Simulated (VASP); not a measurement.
# SiC (zinc blende) (F-43m) in VASP: a series of runs

SiC (zinc blende) is run at these levels: LDA; tasks: single point.

Everything below comes from runs of VASP 6.6.1. Logs are shortened: lines on timing, memory, paths and dates and some standing lists are left out, and cuts for length are marked.

### Step 1. The cell of the first run

Symmetry: F-43m, No. 216, cubic system. The conventional cell has a = 4.403 Å, b = 4.403 Å, c = 4.403 Å, α = 90.00°, β = 90.00°, γ = 90.00°. Si (site symmetry -43m) has 4 C at 1.91 Å within 2.5 Å. C (site symmetry -43m) has 4 Si at 1.91 Å within 2.5 Å.

### Step 2. Single point, LDA (volume scaled by 1.03)

File INCAR:

```
SYSTEM = SiC
PREC = Accurate ; ENCUT = 520
EDIFF = 1E-7 ; ISMEAR = 0
SIGMA = 0.01 ; LREAL = .FALSE.
LASPH = .TRUE. ; NELM = 60
ALGO = Normal ; ISIF = 2
LWAVE = .FALSE. ; LCHARG = .TRUE.
GGA = CA ; LELF = .TRUE.
LVHAR = .TRUE. ; NBANDS = 11
```

File KPOINTS:

```
regular mesh
0
G
  10 10 10
  0 0 0
```

File POSCAR:

```
SiC
1.0
    0.0000000000      2.2015855622      2.2015855622
    2.2015855622      0.0000000000      2.2015855622
    2.2015855622      2.2015855622      0.0000000000
Si C
1 1
Direct
    0.0000000000      0.0000000000      0.0000000000
    0.2500000000      0.2500000000      0.2500000000
```

Potentials or basis: VASP PAW LDA potentials, release 64 (Si, C).

Launch:

```
$ cat potpaw_LDA.64/Si/POTCAR potpaw_LDA.64/C/POTCAR > POTCAR
$ mpirun -np 1 vasp_std > vasp.out
```

OUTCAR:

```text
SYSTEM = SiC
   PREC = Accurate
   ENCUT = 520
   EDIFF = 1E-7
   ISMEAR = 0
   LREAL = .FALSE.
   LASPH = .TRUE.
   NELM = 60
   ISIF = 2
   GGA = CA

 ion  position               nearest neighbor table
   1  0.000  0.000  0.000-   2 1.91   2 1.91   2 1.91   2 1.91
   2  0.250  0.250  0.250-   1 1.91   1 1.91   1 1.91   1 1.91

  LATTYP: Found a face centered cubic cell.
 ALAT       =     4.4031711244

  Lattice vectors:

 A1 = (   0.0000000000,   2.2015855622,   2.2015855622)
 A2 = (   2.2015855622,   0.0000000000,   2.2015855622)
 A3 = (   2.2015855622,   2.2015855622,   0.0000000000)

Analysis of symmetry for initial positions (statically):
=====================================================================
 Subroutine PRICEL returns:
 Original cell was already a primitive cell.

 Routine SETGRP: Setting up the symmetry group for a
 face centered cubic supercell.

 Subroutine GETGRP returns: Found 24 space group operations
 (whereof 24 operations were pure point group operations)
 out of a pool of 48 trial point group operations.

The static configuration has the point symmetry T_d .

Analysis of symmetry for dynamics (positions and initial velocities):
=====================================================================
 Subroutine PRICEL returns:
 Original cell was already a primitive cell.

 Routine SETGRP: Setting up the symmetry group for a
 face centered cubic supercell.

 Subroutine GETGRP returns: Found 24 space group operations
 (whereof 24 operations were pure point group operations)
 out of a pool of 48 trial point group operations.

The dynamic configuration has the point symmetry T_d .

 Subroutine INISYM returns: Found 24 space group operations
 (whereof 24 operations are pure point group operations),
 and found     1 'primitive' translations

----------------------------------------------------------------------------------------

                                     Primitive cell

  volume of cell :      21.3421

  direct lattice vectors                    reciprocal lattice vectors
     0.000000000  2.201585562  2.201585562    -0.227109047  0.227109047  0.227109047
     2.201585562  0.000000000  2.201585562     0.227109047 -0.227109047  0.227109047
     2.201585562  2.201585562  0.000000000     0.227109047  0.227109047 -0.227109047

  length of vectors
     3.113512161  3.113512161  3.113512161     0.393364409  0.393364409  0.393364409

  position of ions in fractional coordinates (direct lattice)
     0.000000000  0.000000000  0.000000000
     0.250000000  0.250000000  0.250000000

  ion indices of the primitive-cell ions
   primitive index   ion index
                 1           1
                 2           2

----------------------------------------------------------------------------------------

 KPOINTS: regular mesh

Automatic generation of k-mesh.
 Grid dimensions read from file:
 generate k-points for:   10   10   10

 Generating k-lattice:

  Cartesian coordinates                     Fractional coordinates (reciprocal lattice)
    -0.022710905  0.022710905  0.022710905     0.100000000  0.000000000  0.000000000
     0.022710905 -0.022710905  0.022710905     0.000000000  0.100000000  0.000000000
     0.022710905  0.022710905 -0.022710905     0.000000000  0.000000000  0.100000000

  Length of vectors
     0.039336441  0.039336441  0.039336441

  Shift w.r.t. Gamma in fractional coordinates (k-lattice)
     0.000000000  0.000000000  0.000000000

 Subroutine IBZKPT returns following result:
 ===========================================

 Found     47 irreducible k-points:

 Following reciprocal coordinates:
            Coordinates               Weight
  0.000000  0.000000  0.000000      1.000000
  0.100000  0.000000  0.000000      8.000000
  0.200000  0.000000  0.000000      8.000000
  0.300000  0.000000  0.000000      8.000000
  0.400000  0.000000  0.000000      8.000000
  0.500000  0.000000  0.000000      4.000000
[... 16 lines left out ...]
  0.300000  0.300000  0.000000      6.000000
  0.400000  0.300000  0.000000     24.000000
 [... further k-points ...]
   k-points           NKPTS =     47   k-points in BZ     NKDIM =     47   number of bands    NBANDS=     11
   number of dos      NEDOS =    301   number of ions     NIONS =      2
   total plane-waves  NPLWV =  13824
   dimension x,y,z NGX =    24 NGY =   24 NGZ =   24
   dimension x,y,z NGXF=    48 NGYF=   48 NGZF=   48
   ions per type =               1   1
   NGX,Y,Z   is equivalent  to a cutoff of  12.81, 12.81, 12.81 a.u.
   NGXF,Y,Z  is equivalent  to a cutoff of  25.63, 25.63, 25.63 a.u.
 SYSTEM =  SiC
   PREC   = accura    normal or accurate (medium, high low for compatibility)
   ISTART =      0    job   : 0-new  1-cont  2-samecut
   ICHARG =      2    charge: 1-file 2-atom 10-const
   ISPIN  =      1    spin polarized calculation?
   LNONCOLLINEAR =      F non collinear calculations
   LSORBIT =      F    spin-orbit coupling
   LASPH  =      T    aspherical Exc in radial PAW
   ENCUT  =  520.0 eV  38.22 Ry    6.18 a.u.   5.79  5.79  5.79*2*pi/ulx,y,z
   NELM   =     60;   NELMIN=  2; NELMDL= -5     # of ELM steps
   EDIFF  = 0.1E-06   stopping-criterion for ELM
   LREAL  =      F    real-space projection
   EDIFFG = 0.1E-05   stopping-criterion for IOM
   NSW    =      0    number of steps for IOM
   IBRION =     -1    ionic relax: 0-MD 1-quasi-New 2-CG
   NFREE  =      0    steps in history (QN), initial steepest desc. (CG)
   ISIF   =      2    stress and relaxation
   ISYM   =      2    0-nonsym 1-usesym 2-fastsym
   POTIM  = 0.5000    time-step for ionic-motion
   TEBEG  =    0.0;   TEEND  =   0.0 temperature during run
   PSTRESS=    0.0 pullay stress
   NELECT =       8.0000    total number of electrons
   NUPDOWN=      -1.0000    fix difference up-down
   EMIN   =  10.00;   EMAX   =-10.00  energy-range for DOS
   EFERMI =   0.00;   METHOD = LEGACY
   ISMEAR =     0;   SIGMA  =   0.01  broadening in eV -4-tet -1-fermi 0-gaus
   EFERMI_NEDOS =   21; number of points for ismear=-14 and -15
   IALGO  =     38    algorithm
   IMIX   =      4    mixing-type and parameters
     AMIX     =   0.40;   BMIX     =  1.00
     AMIX_MAG =   1.60;   BMIX_MAG =  1.00
  volume/ion in A,a.u.               =      10.67        72.01
  Fermi-wavevector in a.u.,A,eV,Ry     =   1.180391  2.230616 18.957312  1.393323
  Thomas-Fermi vector in A             =   2.316684
   LORBIT       =      0    0 simple, 1 ext, 2 COOP (PROOUT), +10 PAW based schemes
   GGA     = CA    functional components
   LHFCALC =     F    Hartree Fock is set to
   AEXX    =    0.0000 exact exchange contribution
   IVDW    =     0    specifies the selected vdW correction
   LEPSILON=     F    determine dielectric tensor
   LRPA    =     F    only Hartree local field effects (RPA)
 non-spin polarized calculation
 Gauss-broadening in eV      SIGMA  =   0.01
  energy-cutoff  :      520.00
  volume of cell :       21.34
 maximum number of plane-waves:       589
   NGX = 11   NGY = 11   NGZ = 11

 number of electron       8.0000002 magnetization

 Free energy of the ion-electron system (eV)
  ---------------------------------------------------
  ext. energy  EPLUGINS =         0.00000000
  ---------------------------------------------------
  free energy    TOTEN  =       -16.60894557 eV

  energy without entropy =      -16.60894557  energy(sigma->0) =      -16.60894557

 E-fermi :   7.8640     XC(G=0): -11.4254

 val. band max:        7.7136867658   @ k =   0.0000   0.0000   0.0000
 cond. band min:       9.0437245901   @ k =   0.5000   0.5000   0.0000
 fundamental gap:      1.3300378243
 Fermi energy:         7.8640402479

 k-point     1 :       0.0000    0.0000    0.0000
  band No.  band energies     occupation
      1      -7.3623      2.00000
      2       7.7137      2.00000
      3       7.7137      2.00000
      4       7.7137      2.00000
      5      13.6420      0.00000
      6      14.6975      0.00000
      7      14.6975      0.00000
      8      14.6975      0.00000
      9      21.9963      0.00000
     10      21.9963      0.00000
     11      23.4093      0.00000

 k-point     2 :       0.1000    0.0000    0.0000
  band No.  band energies     occupation
      1      -7.1710      2.00000
      2       6.7191      2.00000
      3       7.5800      2.00000
      4       7.5800      2.00000
      5      13.9001      0.00000
      6      14.9353      0.00000
      7      14.9353      0.00000
      8      14.9535      0.00000
      9      21.0584      0.00000
     10      21.0584      0.00000
     11      23.4753      0.00000

 k-point     3 :       0.2000    0.0000    0.0000
  band No.  band energies     occupation
      1      -6.6054      2.00000
      2       4.6377      2.00000
      3       7.2741      2.00000
      4       7.2741      2.00000
      5      13.6017      0.00000
      6      15.3012      0.00000
      7      15.3012      0.00000
      8      16.1267      0.00000
      9      20.3922      0.00000
     10      20.3922      0.00000
     11      22.6646      0.00000

 k-point     4 :       0.3000    0.0000    0.0000
  band No.  band energies     occupation
      1      -5.6997      2.00000
      2       2.3699      2.00000
      3       6.9598      2.00000
      4       6.9598      2.00000
      5      13.1895      0.00000
      6      15.2110      0.00000
      7      15.2110      0.00000
      8      17.1065      0.00000
      9      21.1419      0.00000
     10      21.1419      0.00000
     11      22.3494      0.00000

 k-point     5 :       0.4000    0.0000    0.0000
  band No.  band energies     occupation
      1      -4.5766      2.00000
      2       0.3537      2.00000
      3       6.7426      2.00000
      4       6.7426      2.00000
      5      12.9178      0.00000
      6      14.8736      0.00000
      7      14.8736      0.00000
      8      17.4338      0.00000
      9      22.8520      0.00000
     10      22.9655      0.00000
     11      22.9655      0.00000
[... 211 lines left out ...]
 k-point    21 :      -0.3000    0.2000    0.0000
  band No.  band energies     occupation
      1      -4.3543      2.00000
      2       1.4100      2.00000
      3       3.9567      2.00000
      4       6.5507      2.00000
      5      13.1021      0.00000
      6      15.6364      0.00000
      7      16.1767      0.00000
      8      17.5765      0.00000
      9      20.1751      0.00000
     10      22.6243      0.00000
     11      26.2592      0.00000

 k-point    22 :      -0.2000    0.2000    0.0000
  band No.  band energies     occupation
      1      -5.3956      2.00000
      2       2.9984      2.00000
      3       4.5358      2.00000
      4       7.0645      2.00000
      5      14.0187      0.00000
      6      15.4013      0.00000
      7      15.7771      0.00000
      8      16.4955      0.00000
      9      19.0398      0.00000
     10      22.6240      0.00000
     11      26.3903      0.00000

 k-point    23 :       0.3000    0.3000    0.0000
  band No.  band energies     occupation
      1      -5.1346      2.00000
      2       3.4147      2.00000
      3       5.3875      2.00000
      4       5.3875      2.00000
      5      10.7545      0.00000
      6      13.0906      0.00000
      7      18.7955      0.00000
      8      18.7955      0.00000
      9      19.6501      0.00000
     10      24.4999      0.00000
     11      28.8978      0.00000

 k-point    24 :       0.4000    0.3000    0.0000
  band No.  band energies     occupation
      1      -4.2800      2.00000
      2       2.2116      2.00000
      3       4.6095      2.00000
      4       5.1296      2.00000
      5      10.4904      0.00000
      6      13.0870      0.00000
      7      18.8708      0.00000
      8      19.2027      0.00000
      9      20.9403      0.00000
     10      25.3986      0.00000
     11      28.3421      0.00000

 [... further k-points ...]
[... 5 lines left out ...]
  --------------------------------------------------------------------------------------
  -------------------------------------------------------------------------------------
  Total       -1.3625372     -1.3625372     -1.3625372      0.0000000      0.0000000      0.0000000
  in kB     -102.2874284   -102.2874284   -102.2874284      0.0000000      0.0000000      0.0000000
  external PRESSURE =    -102.2874284 kB  Pullay stress =       0.0000000 kB

 VOLUME and BASIS-vectors are now :
 -----------------------------------------------------------------------------
  energy-cutoff  :      520.00
  volume of cell :       21.34
      direct lattice vectors                 reciprocal lattice vectors
     0.000000000  2.201585562  2.201585562    -0.227109047  0.227109047  0.227109047
     2.201585562  0.000000000  2.201585562     0.227109047 -0.227109047  0.227109047
     2.201585562  2.201585562  0.000000000     0.227109047  0.227109047 -0.227109047

 POSITION                                       TOTAL-FORCE (eV/Angst)
 -----------------------------------------------------------------------------------
      0.00000      0.00000      0.00000         0.000000      0.000000      0.000000
      1.10079      1.10079      1.10079        -0.000000     -0.000000     -0.000000
 -----------------------------------------------------------------------------------
    total drift:                                0.000000      0.000000      0.000000

  FREE ENERGIE OF THE ION-ELECTRON SYSTEM (eV)
  ---------------------------------------------------
  free  energy   TOTEN  =       -16.6089455727 eV

  energy  without entropy=      -16.6089455727  energy(sigma->0) =      -16.60894557
```

Run time: 16 s. Hardware: 1 thread of Intel Xeon 8259CL, shared host; peak memory 0.12 GiB.

What came out:

* Free energy: -16.6089 eV
* Pressure: -10.2 GPa
* Band gap on the k mesh: 1.33 eV, indirect (least direct gap 4.46 eV)

 A k mesh can miss the band edges.

### Step 3. Single point, LDA (volume scaled by 0.8)

File INCAR:

```
SYSTEM = SiC
ALGO = Normal
EDIFF = 1E-6
ENCUT = 600
GGA = CA
GGA_COMPAT = .False.
ISIF = 2
ISMEAR = 0
LASPH = .True.
LCHARG = .False.
LREAL = .False.
LWAVE = .False.
NBANDS = 11
NELM = 120
PREC = Accurate
SIGMA = 0.01
```

File KPOINTS:

```
k-points
0
Gamma
  10 10 10
  0 0 0
```

File POSCAR:

```
SiC
1.0
    0.0000000000      2.0237327315      2.0237327315
    2.0237327315      0.0000000000      2.0237327315
    2.0237327315      2.0237327315      0.0000000000
Si C
1 1
Direct
    0.0000000000      0.0000000000      0.0000000000
    0.2500000000      0.2500000000      0.2500000000
```

Potentials or basis: VASP PAW LDA potentials, release 64 (Si, C).

Launch:

```
$ cat potpaw_LDA.64/Si/POTCAR potpaw_LDA.64/C/POTCAR > POTCAR
$ mpirun -np 1 vasp_std > vasp.out
```

Wall time 11 s (1 thread of Intel Xeon 8259CL, shared host); peak memory 0.13 GiB.

It converged, with:

```
Free energy            : -15.9643 eV
Pressure               : 68.2 GPa
Band gap on the k mesh : 1.09 eV, indirect (least direct gap 4.70 eV)
```

Levels at points of the mesh, in eV from the valence-band top:
```
           k point  band 1  band 2  band 3  band 4  band 5  band 6  band 7  band 8
(0.00, 0.00, 0.00)  -17.15    0.00    0.00    0.00    8.90    8.90    8.90    8.98
(0.50, 0.00, 0.00)  -12.62   -9.87   -1.08   -1.08    7.52    8.08    8.08   11.20
(0.50, 0.50, 0.00)  -10.91   -8.59   -3.61   -3.61    1.09    5.06   16.52   16.52
```

### Step 4. Single point, LDA (volume scaled by 0.76)

File INCAR:

```
SYSTEM = SiC
  PREC = Accurate
  ENCUT = 600
  EDIFF = 1E-6
  ISMEAR = 0
  SIGMA = 0.01
  LREAL = .FALSE.
  LASPH = .TRUE.
  NELM = 120
  ALGO = Normal
  ISIF = 2
  LWAVE = .FALSE.
  LCHARG = .TRUE.
  GGA = CA
  LELF = .TRUE.
  LVHAR = .TRUE.
  NBANDS = 11
  GGA_COMPAT = .FALSE.
```

File KPOINTS:

```
Automatic mesh
0
G
  10 10 10
  0 0 0
```

File POSCAR:

```
SiC
1.0
    0.0000000000      1.9894255490      1.9894255490
    1.9894255490      0.0000000000      1.9894255490
    1.9894255490      1.9894255490      0.0000000000
Si C
1 1
Direct
    0.0000000000      0.0000000000      0.0000000000
    0.2500000000      0.2500000000      0.2500000000
```

Launch:

```
$ cat potpaw_LDA.64/Si/POTCAR potpaw_LDA.64/C/POTCAR > POTCAR
$ mpirun -np 1 vasp_std > vasp.out
```

Wall time 12 s (1 thread of Intel Xeon 8259CL, shared host); peak memory 0.13 GiB.

Results (log left out):

```yaml
Free_energy: -15.5460 eV
Pressure: 93.9 GPa
Band_gap_on_the_k_mesh: 1.03 eV, indirect (least direct gap 4.73 eV)
```

Levels at points of the mesh, in eV from the valence-band top:
```csv
k point,band 1,band 2,band 3,band 4,band 5,band 6,band 7,band 8,band 9
"(0.00, 0.00, 0.00)",-17.60,0.00,0.00,0.00,9.36,9.36,9.36,9.62,16.19
"(0.50, 0.00, 0.00)",-12.84,-10.20,-1.08,-1.08,8.05,8.32,8.32,11.51,19.82
"(0.50, 0.50, 0.00)",-11.07,-8.80,-3.70,-3.70,1.03,5.29,17.19,17.19,18.71
```

 A k mesh can miss the band edges.

### Step 5. The runs side by side

| cell | cutoff (eV) | gap on the mesh (eV) | pressure (GPa) |
| --- | --- | --- | --- |
| a = 3.114 Å, angles 60.0°, 2 atoms | 520 | 1.33 | -10.2 |
| a = 2.862 Å, angles 60.0°, 2 atoms | 600 | 1.09 | 68.2 |
| a = 2.813 Å, angles 60.0°, 2 atoms | 600 | 1.03 | 93.9 |

Alike in all rows: task single point; level LDA; potentials or basis VASP PAW LDA potentials, release 64 (Si, C); no spin polarisation; k mesh 10 × 10 × 10; smearing gaussian 0.01 eV.

Absolute energies hang on the potentials; compare differences alone.
